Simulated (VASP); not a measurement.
Runs of VASP 6.6.1 on MnO. The structure is that of space group Fm-3m (No. 225), or close to it. The cells are those of the table. 

```tsv
level	potentials or basis	cell	k mesh	grid for exact exchange (PRECFOCK)	share of exact exchange	screening parameter	gap on the mesh (eV)	pressure (GPa)	moment (μB)
PBE+D3(BJ)	VASP PAW PBE potentials, release 64 (Mn_pv, O)	a = 3.166 Å, angles 60.0°, 2 atoms	10 × 10 × 10	-	-	-	none	-6.8	4.81
PBE+D3(BJ)	VASP PAW PBE potentials, release 64 (Mn_pv, O)	a = 3.186 Å, angles 60.0°, 2 atoms	10 × 10 × 10	-	-	-	none	-8.7	4.85
PBE+D3(BJ)	VASP PAW PBE potentials, release 64 (Mn_pv, O)	a = 3.207 Å, angles 60.0°, 2 atoms	10 × 10 × 10	-	-	-	none	(a)	(b)
HSE06	VASP PAW PBE potentials, release 64 (Mn_sv, O)	a = 3.145 Å, angles 60.0°, 2 atoms	5 × 5 × 5	Normal	0.25	0.2079 1/Å	1.43	(c)	5.00
PBE+D3(BJ)	VASP PAW PBE potentials, release 64 (Mn_pv, O)	a = 3.145 Å, angles 60.0°, 2 atoms	10 × 10 × 10	-	-	-	none	272.2	4.79
```

Alike in all rows: task single point; spin collinear, ferromagnetic start; cutoff (eV) 520; smearing fermi-dirac 0.05 eV.

Estimate the missing entries.

(a) -10.2; (b) 4.89; (c) -0.9.

Caveats: some runs use coarse meshes; a cell with one magnetic atom can't hold antiferromagnetic order, which such compounds often take; semilocal functionals often make such compounds metallic where correlation or magnetic order opens a gap, which also shifts bond lengths (at least some runs); the cell stands under tension (at least some runs); the PAW data sets were made with another functional, which shifts forces and pressure a little (at least some runs); an odd mesh through Γ misses points on the zone boundary, where band edges can lie (at least some runs); the cell stands under pressure (at least some runs).

A gap of «none» marks levels without a gap at the run's occupations.

The runs don't all hold the same shells in valence.
